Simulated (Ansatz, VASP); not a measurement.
## La3N: VASP beside Ansatz

```
CELL_PARAMETERS angstrom
-2.91124 2.91124 2.91124
2.91124 -2.91124 2.91124
2.91124 2.91124 -2.91124
ATOMIC_POSITIONS crystal
La 0.00000 0.50000 0.50000
La 0.50000 0.00000 0.50000
La 0.50000 0.50000 0.00000
N 0.00000 0.00000 0.00000
```

Alike in both runs: functional PBE; k mesh 4 × 4 × 4; occupations gaussian, width 0.1 eV; no spin polarisation.

Ansatz relaxed the structure, and its values are those at the end. VASP's run is a single point on that final structure, the one shown.

```csv
,VASP,Ansatz
version,VASP 6.6.1,Ansatz 0.2.0
potentials or method,"VASP PAW PBE potentials, release 64 (La, N), cutoff 520 eV","scalar-relativistic, plane waves, PAW"
valence electrons in the cell,38,38
```

|  | VASP | Ansatz | Ansatz less VASP |
| --- | --- | --- | --- |
| gap on the k mesh at the Fermi level (eV) | none | none | - |
| pressure (GPa) | -0.1 | 0.0 | +0.09 |

A gap of «none» marks a metal or a gap that the smearing closes.

The k mesh is coarse, so the values compare programs but aren't converged. Neither program's run includes spin-orbit coupling.
